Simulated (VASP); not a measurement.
A run of VASP 6.6.1 is set up as follows.

The input POSCAR:

```
MgO
1.0
    0.0000000000      2.0980562905      2.0980562905
    2.0980562905      0.0000000000      2.0980562905
    2.0980562905      2.0980562905      0.0000000000
Mg O
1 1
Direct
    0.0000000000      0.0000000000      0.0000000000
    0.5000000000      0.5000000000      0.5000000000
```

The input INCAR.step1:

```
  PREC = Accurate
  ENCUT = 920
  ISMEAR = 0
  SIGMA = 0.01
  LREAL = F
  LASPH = T
  NELM = 120
  NBANDS = 15
  GGA = PE
  ALGO = Normal
  EDIFF = 1E-5
  LWAVE = T
  LCHARG = F
  GGA_COMPAT = F
```

Contents of INCAR.step2:

```
  PREC = Accurate
  ENCUT = 920
  EDIFF = 1E-6
  ISMEAR = 0
  SIGMA = 0.01
  LREAL = F
  LASPH = T
  NELM = 120
  ALGO = Normal
  ISIF = 2
  LWAVE = F
  LCHARG = F
  METAGGA = R2SCAN
  LMIXTAU = T
  NBANDS = 15
  ISTART = 1
  GGA_COMPAT = F
```

The input KPOINTS:

```
regular mesh
0
Gamma
  10 10 10
```

Potentials or basis: VASP PAW PBE potentials, release 64 (Mg_sv, O).

The run is started by

```console
$ cat potpaw_PBE.64/Mg_sv/POTCAR potpaw_PBE.64/O/POTCAR > POTCAR
$ cp INCAR.step1 INCAR
$ mpirun -np 1 vasp_std > vasp.out
$ cp INCAR.step2 INCAR
$ mpirun -np 1 vasp_std > vasp.out
```

(1) Predict the pressure.

(2) What does it give for the band gap on the k mesh?

Answers

(1) 1.5 GPa.

(2) 5.76 eV.

Caveat: the PAW data sets were made with another functional, which shifts forces and pressure a little.
